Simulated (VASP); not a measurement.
Input of a VASP 6.6.1 run:

INCAR

```
SYSTEM = LiNbO3
PREC = Accurate ; ENCUT = 520
EDIFF = 1E-6 ; ISMEAR = 0
SIGMA = 0.05 ; LREAL = .FALSE.
LASPH = .TRUE. ; NELM = 60
ALGO = Normal ; ISIF = 2
LWAVE = .FALSE. ; LCHARG = .FALSE.
GGA = PE ; NBANDS = 45
```

File KPOINTS:

```
Automatic mesh
0
G
  6 6 6
  0 0 0
```

Contents of POSCAR:

```
LiNbO3
1.0
    2.7334000000      1.5781292259      4.8284000000
   -2.7334000000      1.5781292259      4.8284000000
    0.0000000000     -3.1562584515      4.8284000000
Li Nb O
2 2 6
Direct
    0.2500000000      0.2500000000      0.2500000000
    0.7500000000      0.7500000000      0.7500000000
    0.0000000000      0.0000000000      0.0000000000
    0.5000000000      0.5000000000      0.5000000000
    0.1303353734      0.3696646266      0.7500000000
    0.7500000000      0.1303353734      0.3696646266
    0.3696646266      0.7500000000      0.1303353734
    0.8696646266      0.6303353734      0.2500000000
    0.2500000000      0.8696646266      0.6303353734
    0.6303353734      0.2500000000      0.8696646266
```

Potentials or basis: VASP PAW PBE potentials, release 64 (Li_sv, Nb_sv, O).

Command:

```bash
$ cat potpaw_PBE.64/Li_sv/POTCAR potpaw_PBE.64/Nb_sv/POTCAR potpaw_PBE.64/O/POTCAR > POTCAR
$ mpirun -np 1 vasp_std > vasp.out
```

(1) Estimate the largest force.

(2) Estimate the band gap on the k mesh.

## Answers

(1) 0.813 eV/Å.

(2) 2.03 eV (least direct gap 2.16 eV).
